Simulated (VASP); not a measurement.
# Li2O (Fm-3m) in VASP: notebook

Li2O is run at these levels: PBEsol; tasks: single point.

All numbers are computed with VASP 6.6.1; they aren't measurements. Logs are shortened: lines on timing, memory, paths and dates and some standing lists are left out, and cuts for length are marked.

## 1. The cell of the first run

The structure is cubic, space group Fm-3m (No. 225). The conventional cell has a = 4.580 Å, b = 4.580 Å, c = 4.580 Å, α = 90.00°, β = 90.00°, γ = 90.00°. Within 2.6 Å of Li (site symmetry -43m) lie 4 O at 1.98 Å and 6 Li at 2.29 Å. O (site symmetry m-3m) has 8 Li at 1.98 Å within 2.6 Å.

## 2. Single point, PBEsol

Contents of INCAR:

```
SYSTEM = Li2O
PREC = Accurate ; ENCUT = 750
EDIFF = 1E-6 ; ISMEAR = 0
SIGMA = 0.01 ; LREAL = .FALSE.
LASPH = .TRUE. ; NELM = 120
ALGO = Normal ; ISIF = 2
LWAVE = .FALSE. ; LCHARG = .FALSE.
GGA = PS ; NBANDS = 13
GGA_COMPAT = .FALSE.
```

Contents of KPOINTS:

```
Automatic mesh
0
G
  8 8 8
  0 0 0
```

Contents of POSCAR:

```
Li2O
1.0
    0.0000000000      2.2899348936      2.2899348936
    2.2899348936      0.0000000000      2.2899348936
    2.2899348936      2.2899348936      0.0000000000
Li O
2 1
Direct
    0.2500000000      0.2500000000      0.2500000000
    0.7500000000      0.7500000000      0.7500000000
    0.0000000000      0.0000000000      0.0000000000
```

Potentials or basis: VASP PAW PBE potentials, release 64 (Li_sv, O).

Run with:

```
$ cat potpaw_PBE.64/Li_sv/POTCAR potpaw_PBE.64/O/POTCAR > POTCAR
$ mpirun -np 1 vasp_std > vasp.out
```

OUTCAR:

```text
SYSTEM = Li2O
   PREC = Accurate
   ENCUT = 750
   EDIFF = 1E-6
   ISMEAR = 0
   LREAL = .FALSE.
   LASPH = .TRUE.
   NELM = 120
   ISIF = 2
   GGA = PS

 ion  position               nearest neighbor table
   1  0.250  0.250  0.250-   3 1.98   3 1.98   3 1.98   3 1.98   2 2.29   2 2.29   2 2.29   2 2.29
                             2 2.29   2 2.29
   2  0.750  0.750  0.750-   3 1.98   3 1.98   3 1.98   3 1.98   1 2.29   1 2.29   1 2.29   1 2.29
                             1 2.29   1 2.29
   3  0.000  0.000  0.000-   2 1.98   2 1.98   2 1.98   1 1.98   2 1.98   1 1.98   1 1.98   1 1.98

  LATTYP: Found a face centered cubic cell.
 ALAT       =     4.5798697872

  Lattice vectors:

 A1 = (   0.0000000000,   2.2899348936,   2.2899348936)
 A2 = (   2.2899348936,   0.0000000000,   2.2899348936)
 A3 = (   2.2899348936,   2.2899348936,   0.0000000000)

Analysis of symmetry for initial positions (statically):
=====================================================================
 Subroutine PRICEL returns:
 Original cell was already a primitive cell.

 Routine SETGRP: Setting up the symmetry group for a
 face centered cubic supercell.

 Subroutine GETGRP returns: Found 48 space group operations
 (whereof 48 operations were pure point group operations)
 out of a pool of 48 trial point group operations.

The static configuration has the point symmetry O_h .

Analysis of symmetry for dynamics (positions and initial velocities):
=====================================================================
 Subroutine PRICEL returns:
 Original cell was already a primitive cell.

 Routine SETGRP: Setting up the symmetry group for a
 face centered cubic supercell.

 Subroutine GETGRP returns: Found 48 space group operations
 (whereof 48 operations were pure point group operations)
 out of a pool of 48 trial point group operations.

The dynamic configuration has the point symmetry O_h .

 Subroutine INISYM returns: Found 48 space group operations
 (whereof 48 operations are pure point group operations),
 and found     1 'primitive' translations

----------------------------------------------------------------------------------------

                                     Primitive cell

  volume of cell :      24.0159

  direct lattice vectors                    reciprocal lattice vectors
     0.000000000  2.289934894  2.289934894    -0.218346819  0.218346819  0.218346819
     2.289934894  0.000000000  2.289934894     0.218346819 -0.218346819  0.218346819
     2.289934894  2.289934894  0.000000000     0.218346819  0.218346819 -0.218346819

  length of vectors
     3.238456983  3.238456983  3.238456983     0.378187784  0.378187784  0.378187784

  position of ions in fractional coordinates (direct lattice)
     0.250000000  0.250000000  0.250000000
     0.750000000  0.750000000  0.750000000
     0.000000000  0.000000000  0.000000000

  ion indices of the primitive-cell ions
   primitive index   ion index
                 1           1
                 2           2
                 3           3

----------------------------------------------------------------------------------------

 KPOINTS: Automatic mesh

Automatic generation of k-mesh.
 Grid dimensions read from file:
 generate k-points for:    8    8    8

 Generating k-lattice:

  Cartesian coordinates                     Fractional coordinates (reciprocal lattice)
    -0.027293352  0.027293352  0.027293352     0.125000000  0.000000000  0.000000000
     0.027293352 -0.027293352  0.027293352     0.000000000  0.125000000  0.000000000
     0.027293352  0.027293352 -0.027293352     0.000000000  0.000000000  0.125000000

  Length of vectors
     0.047273473  0.047273473  0.047273473

  Shift w.r.t. Gamma in fractional coordinates (k-lattice)
     0.000000000  0.000000000  0.000000000

 Subroutine IBZKPT returns following result:
 ===========================================

 Found     29 irreducible k-points:

 Following reciprocal coordinates:
            Coordinates               Weight
  0.000000  0.000000  0.000000      1.000000
  0.125000  0.000000  0.000000      8.000000
  0.250000  0.000000  0.000000      8.000000
  0.375000  0.000000  0.000000      8.000000
  0.500000  0.000000  0.000000      4.000000
  0.125000  0.125000  0.000000      6.000000
[... 16 lines left out ...]
  0.500000  0.250000  0.125000     48.000000
 -0.375000  0.250000  0.125000     24.000000
 [... further k-points ...]
   k-points           NKPTS =     29   k-points in BZ     NKDIM =     29   number of bands    NBANDS=     13
   number of dos      NEDOS =    301   number of ions     NIONS =      3
   total plane-waves  NPLWV =  27000
   dimension x,y,z NGX =    30 NGY =   30 NGZ =   30
   dimension x,y,z NGXF=    60 NGYF=   60 NGZF=   60
   ions per type =               2   1
   NGX,Y,Z   is equivalent  to a cutoff of  15.40, 15.40, 15.40 a.u.
   NGXF,Y,Z  is equivalent  to a cutoff of  30.80, 30.80, 30.80 a.u.
 SYSTEM =  Li2O
   PREC   = accura    normal or accurate (medium, high low for compatibility)
   ISTART =      0    job   : 0-new  1-cont  2-samecut
   ICHARG =      2    charge: 1-file 2-atom 10-const
   ISPIN  =      1    spin polarized calculation?
   LNONCOLLINEAR =      F non collinear calculations
   LSORBIT =      F    spin-orbit coupling
   LASPH  =      T    aspherical Exc in radial PAW
   ENCUT  =  750.0 eV  55.12 Ry    7.42 a.u.   7.23  7.23  7.23*2*pi/ulx,y,z
   NELM   =    120;   NELMIN=  2; NELMDL= -5     # of ELM steps
   EDIFF  = 0.1E-05   stopping-criterion for ELM
   LREAL  =      F    real-space projection
   EDIFFG = 0.1E-04   stopping-criterion for IOM
   NSW    =      0    number of steps for IOM
   IBRION =     -1    ionic relax: 0-MD 1-quasi-New 2-CG
   NFREE  =      0    steps in history (QN), initial steepest desc. (CG)
   ISIF   =      2    stress and relaxation
   ISYM   =      2    0-nonsym 1-usesym 2-fastsym
   POTIM  = 0.5000    time-step for ionic-motion
   TEBEG  =    0.0;   TEEND  =   0.0 temperature during run
   PSTRESS=    0.0 pullay stress
   NELECT =      12.0000    total number of electrons
   NUPDOWN=      -1.0000    fix difference up-down
   EMIN   =  10.00;   EMAX   =-10.00  energy-range for DOS
   EFERMI =   0.00;   METHOD = LEGACY
   ISMEAR =     0;   SIGMA  =   0.01  broadening in eV -4-tet -1-fermi 0-gaus
   EFERMI_NEDOS =   21; number of points for ismear=-14 and -15
   IALGO  =     38    algorithm
   IMIX   =      4    mixing-type and parameters
     AMIX     =   0.40;   BMIX     =  1.00
     AMIX_MAG =   1.60;   BMIX_MAG =  1.00
  volume/ion in A,a.u.               =       8.01        54.02
  Fermi-wavevector in a.u.,A,eV,Ry     =   1.299079  2.454903 22.961265  1.687605
  Thomas-Fermi vector in A             =   2.430366
   LORBIT       =      0    0 simple, 1 ext, 2 COOP (PROOUT), +10 PAW based schemes
   GGA     = PS    functional components
   LHFCALC =     F    Hartree Fock is set to
   AEXX    =    0.0000 exact exchange contribution
   IVDW    =     0    specifies the selected vdW correction
   LEPSILON=     F    determine dielectric tensor
   LRPA    =     F    only Hartree local field effects (RPA)
 non-spin polarized calculation
 Gauss-broadening in eV      SIGMA  =   0.01
  energy-cutoff  :      750.00
  volume of cell :       24.02
 maximum number of plane-waves:      1139
 NGX is ok and might be reduce to    30
   NGX = 15   NGY = 15   NGZ = 15

 number of electron      12.0000003 magnetization

 Free energy of the ion-electron system (eV)
  ---------------------------------------------------
  ext. energy  EPLUGINS =         0.00000000
  ---------------------------------------------------
  free energy    TOTEN  =       -14.75682938 eV

  energy without entropy =      -14.75682938  energy(sigma->0) =      -14.75682938

 E-fermi :   1.4618     XC(G=0): -10.0329

 val. band max:        1.3583401746   @ k =   0.0000   0.0000   0.0000
 cond. band min:       6.2291719506   @ k =   0.5000   0.5000   0.0000
 fundamental gap:      4.8708317760
 Fermi energy:         1.4617531889

 k-point     1 :       0.0000    0.0000    0.0000
  band No.  band energies     occupation
      1     -40.8629      2.00000
      2     -40.4828      2.00000
      3     -14.0376      2.00000
      4       1.3583      2.00000
      5       1.3583      2.00000
      6       1.3583      2.00000
      7       6.7038      0.00000
      8      13.3066      0.00000
      9      13.3066      0.00000
     10      13.3066      0.00000
     11      20.4594      0.00000
     12      20.4594      0.00000
     13      20.4594      0.00000

 k-point     2 :       0.1250    0.0000    0.0000
  band No.  band energies     occupation
      1     -40.8460      2.00000
      2     -40.4951      2.00000
      3     -14.0069      2.00000
      4       0.8275      2.00000
      5       1.2830      2.00000
      6       1.2830      2.00000
      7       7.1236      0.00000
      8      13.3456      0.00000
      9      13.5280      0.00000
     10      13.5280      0.00000
     11      19.0947      0.00000
     12      19.0947      0.00000
     13      21.0076      0.00000

 k-point     3 :       0.2500    0.0000    0.0000
  band No.  band energies     occupation
      1     -40.7990      2.00000
      2     -40.5309      2.00000
      3     -13.9289      2.00000
      4      -0.2527      2.00000
      5       1.1121      2.00000
      6       1.1121      2.00000
      7       8.1231      0.00000
      8      13.1644      0.00000
      9      13.7893      0.00000
     10      13.7893      0.00000
     11      18.2423      0.00000
     12      18.2423      0.00000
     13      22.3600      0.00000
[... 305 lines left out ...]
 k-point    23 :       0.5000    0.2500    0.1250
  band No.  band energies     occupation
      1     -40.7139      2.00000
      2     -40.5978      2.00000
      3     -13.8074      2.00000
      4      -0.9419      2.00000
      5       0.2891      2.00000
      6       0.6895      2.00000
      7       8.8341      0.00000
      8      12.1830      0.00000
      9      14.5393      0.00000
     10      14.9965      0.00000
     11      17.2418      0.00000
     12      20.8416      0.00000
     13      24.0614      0.00000

 k-point    24 :      -0.3750    0.2500    0.1250
  band No.  band energies     occupation
      1     -40.6543      2.00000
      2     -40.6536      2.00000
      3     -13.7782      2.00000
      4      -1.1971      2.00000
      5       0.3188      2.00000
      6       0.5151      2.00000
      7       9.2928      0.00000
      8      11.7374      0.00000
      9      14.4999      0.00000
     10      14.8988      0.00000
     11      19.0610      0.00000
     12      19.3993      0.00000
     13      24.5981      0.00000

 [... further k-points ...]
[... 5 lines left out ...]
  --------------------------------------------------------------------------------------
  -------------------------------------------------------------------------------------
  Total        0.0157083      0.0157083      0.0157083      0.0000000      0.0000000     -0.0000000
  in kB        1.0479510      1.0479510      1.0479510      0.0000000      0.0000000     -0.0000000
  external PRESSURE =       1.0479510 kB  Pullay stress =       0.0000000 kB

 VOLUME and BASIS-vectors are now :
 -----------------------------------------------------------------------------
  energy-cutoff  :      750.00
  volume of cell :       24.02
      direct lattice vectors                 reciprocal lattice vectors
     0.000000000  2.289934894  2.289934894    -0.218346819  0.218346819  0.218346819
     2.289934894  0.000000000  2.289934894     0.218346819 -0.218346819  0.218346819
     2.289934894  2.289934894  0.000000000     0.218346819  0.218346819 -0.218346819

 POSITION                                       TOTAL-FORCE (eV/Angst)
 -----------------------------------------------------------------------------------
      1.14497      1.14497      1.14497         0.000000      0.000000      0.000000
      3.43490      3.43490      3.43490        -0.000000     -0.000000     -0.000000
      0.00000      0.00000      0.00000         0.000000      0.000000     -0.000000
 -----------------------------------------------------------------------------------
    total drift:                                0.000000     -0.000000      0.000000

  FREE ENERGIE OF THE ION-ELECTRON SYSTEM (eV)
  ---------------------------------------------------
  free  energy   TOTEN  =       -14.7568293850 eV

  energy  without entropy=      -14.7568293850  energy(sigma->0) =      -14.75682938
```

Run time: 8.9 s. Hardware: 1 thread of Intel Xeon 6975P-C (Granite Rapids), shared host; peak memory 0.16 GiB.

Results:

| Item | Value |
| --- | --- |
| Free energy | -14.7568 eV |
| Pressure | 0.1 GPa |
| Band gap on the k mesh | 4.87 eV, indirect (least direct gap 5.35 eV) |

Levels at points of the mesh, in eV from the valence-band top:
```
           k point  band 2  band 3  band 4  band 5  band 6  band 7  band 8  band 9  band 10  band 11
(0.00, 0.00, 0.00)  -41.84  -15.40    0.00    0.00    0.00    5.35   11.95   11.95    11.95    19.10
(0.50, 0.00, 0.00)  -42.01  -15.17   -2.87   -0.46   -0.46    9.25    9.98   12.06    12.06    17.99
(0.50, 0.50, 0.00)  -41.95  -15.12   -1.64   -1.45   -1.45    4.87   13.65   13.65    14.96    15.96
```

Caveat: the PAW data sets were made with another functional, which shifts forces and pressure a little. A k mesh can miss the band edges.

## 3. Single point, PBEsol

This run uses another cell than the first one, of 7.89 Å³/atom, 0.985 times its volume.

Contents of INCAR:

```
PREC = Accurate
ENCUT = 750
EDIFF = 1E-6
ISMEAR = 0
SIGMA = 0.01
LREAL = False
LASPH = True
NELM = 120
ALGO = Normal
ISIF = 2
LWAVE = False
LCHARG = False
GGA = PS
NBANDS = 13
GGA_COMPAT = False
```

Contents of KPOINTS:

```
regular mesh
0
Gamma
  8 8 8
```

Contents of POSCAR:

```
Li2O
1.0
    0.0000000000      2.2784852191      2.2784852191
    2.2784852191      0.0000000000      2.2784852191
    2.2784852191      2.2784852191      0.0000000000
Li O
2 1
Direct
    0.2500000000      0.2500000000      0.2500000000
    0.7500000000      0.7500000000      0.7500000000
    0.0000000000      0.0000000000      0.0000000000
```

Potentials or basis: VASP PAW PBE potentials, release 64 (Li_sv, O).

Run with:

```
$ cat potpaw_PBE.64/Li_sv/POTCAR potpaw_PBE.64/O/POTCAR > POTCAR
$ mpirun -np 1 vasp_std > vasp.out
```

Run time: 8.6 s. Hardware: 1 thread of Intel Xeon 6975P-C (Granite Rapids), shared host; peak memory 0.16 GiB.

It converged, with:

- Free energy: -14.7543 eV
- Pressure: 1.4 GPa
- Band gap on the k mesh: 4.90 eV, indirect (least direct gap 5.46 eV)

Levels at points of the mesh, in eV from the valence-band top:
```tsv
k point	band 3	band 4	band 5	band 6	band 7	band 8	band 9	band 10
(0.00, 0.00, 0.00)	-15.42	0.00	0.00	0.00	5.46	12.03	12.03	12.03
(0.50, 0.00, 0.00)	-15.19	-2.91	-0.47	-0.47	9.35	10.13	12.15	12.15
(0.50, 0.50, 0.00)	-15.15	-1.65	-1.47	-1.47	4.90	13.80	13.80	15.16
```

Caveat: the PAW data sets were made with another functional, which shifts forces and pressure a little. A k mesh can miss the band edges.

## 4. Single point, PBEsol

This run uses another cell than the first one, of 8.13 Å³/atom, 1.015 times its volume.

Contents of INCAR:

```
SYSTEM = Li2O
ALGO = Normal
EDIFF = 1E-6
ENCUT = 750
GGA = PS
GGA_COMPAT = .FALSE.
ISIF = 2
ISMEAR = 0
LASPH = .TRUE.
LCHARG = .FALSE.
LREAL = .FALSE.
LWAVE = .FALSE.
NBANDS = 13
NELM = 120
PREC = Accurate
SIGMA = 0.01
```

Contents of KPOINTS:

```
k-points
0
G
  8 8 8
  0 0 0
```

Contents of POSCAR:

```
Li2O
1.0
    0.0000000000      2.3013845680      2.3013845680
    2.3013845680      0.0000000000      2.3013845680
    2.3013845680      2.3013845680      0.0000000000
Li O
2 1
Direct
    0.2500000000      0.2500000000      0.2500000000
    0.7500000000      0.7500000000      0.7500000000
    0.0000000000      0.0000000000      0.0000000000
```

Run with:

```
$ cat potpaw_PBE.64/Li_sv/POTCAR potpaw_PBE.64/O/POTCAR > POTCAR
$ mpirun -np 1 vasp_std > vasp.out
```

Run time: 9 s. Hardware: 1 thread of Intel Xeon 6975P-C (Granite Rapids), shared host; peak memory 0.15 GiB.

Results (log left out):

```yaml
Free_energy: -14.7565 eV
Pressure: -1.1 GPa
Band_gap_on_the_k_mesh: 4.84 eV, indirect (least direct gap 5.24 eV)
```

Levels at points of the mesh, in eV from the valence-band top:
```
           k point  band 2  band 3  band 4  band 5  band 6  band 7  band 8  band 9  band 10  band 11
(0.00, 0.00, 0.00)  -41.89  -15.37    0.00    0.00    0.00    5.23   11.87   11.87    11.87    18.95
(0.50, 0.00, 0.00)  -42.05  -15.14   -2.84   -0.46   -0.46    9.16    9.83   11.98    11.98    17.82
(0.50, 0.50, 0.00)  -41.99  -15.10   -1.62   -1.42   -1.42    4.84   13.51   13.51    14.77    15.79
```

Caveat: the PAW data sets were made with another functional, which shifts forces and pressure a little.

## 5. The runs side by side

| cell | gap on the mesh (eV) | pressure (GPa) |
| --- | --- | --- |
| a = 3.238 Å, angles 60.0°, 3 atoms | 4.87 | 0.1 |
| a = 3.222 Å, angles 60.0°, 3 atoms | 4.90 | 1.4 |
| a = 3.255 Å, angles 60.0°, 3 atoms | 4.84 | -1.1 |

Alike in all rows: task single point; level PBEsol; potentials or basis VASP PAW PBE potentials, release 64 (Li_sv, O); no spin polarisation; k mesh 8 × 8 × 8; cutoff (eV) 750; smearing gaussian 0.01 eV.

Caveats: the PAW data sets were made with another functional, which shifts forces and pressure a little.

Absolute energies hang on the potentials; compare differences alone.
